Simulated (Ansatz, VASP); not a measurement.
# SnTe in VASP and in Ansatz

```
Sn Te
1.0
     0.00000    2.75746    4.13619
     2.75746    0.00000    4.13619
     2.75746    2.75746    0.00000
Sn Te
1 1
Cartesian
  0.0000 0.0000 0.0000
  2.7575 2.7575 4.1362
```

Alike in both runs: task single point; functional PBEsol; k mesh 10 × 10 × 10; occupations gaussian, width 0.03 eV; no spin polarisation.

```csv
,VASP,Ansatz
version,VASP 6.6.1,Ansatz 0.2.0
potentials or method,"VASP PAW PBE potentials, release 64 (Sn_d, Te), cutoff 520 eV","scalar-relativistic, plane waves, PAW"
valence electrons in the cell,20,30
```

|  | VASP | Ansatz | Ansatz less VASP |
| --- | --- | --- | --- |
| gap on the k mesh at the Fermi level (eV) | none | none | - |
| pressure (GPa) | 13.4 | 13.4 | -0.02 |
| traceless stress, the component that is largest in VASP (GPa) | -16.29 | -16.23 | +0.060 |

VASP's potentials were made for PBE, not for PBEsol. A gap of «none» marks a metal or a gap that the smearing closes. With one functional, cell and mesh, what is left measures potentials, basis and numerics. VASP's potentials hold 20 valence electrons a cell and Ansatz's 30, so a difference there can come from the potentials and not from the codes.

Spin-orbit coupling is off throughout.
